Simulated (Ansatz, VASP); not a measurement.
**Se: VASP beside Ansatz**

```
Se
1.0
     4.26807    0.00000    0.00000
    -2.13403    3.69625    0.00000
     0.00000    0.00000    4.94945
Se
3
Direct
  0.21700 0.00000 0.16667
  0.00000 0.21700 0.83333
  0.78300 0.78300 0.50000
```

Change from the starting cell: equal xx and yy strain of -2 %.

Alike in both runs: task single point; functional LDA; k mesh 8 × 8 × 6; occupations fermi-dirac, width 0.03 eV; no spin polarisation.

|  | VASP | Ansatz |
| --- | --- | --- |
| version | VASP 6.6.1 | Ansatz 0.2.0 |
| potentials or method | VASP PAW LDA potentials, release 64 (Se), cutoff 520 eV | all-electron LAPW, scalar-relativistic |

|  | VASP | Ansatz | Ansatz less VASP |
| --- | --- | --- | --- |
| pressure (GPa) | 3.8 | 3.5 | -0.31 |
| traceless stress, the component that is largest in VASP (GPa) | 2.25 | 2.09 | -0.157 |
| rms of the force components (eV/Å) | 0.822 | 0.781 | -0.0416 |

LDA's correlation is that of Perdew and Zunger in VASP and of Perdew and Wang (1992) in Ansatz. Atom by atom the forces differ by 0.042 eV/Å (rms over components). Ansatz ran all-electron here, and VASP with PAW potentials.
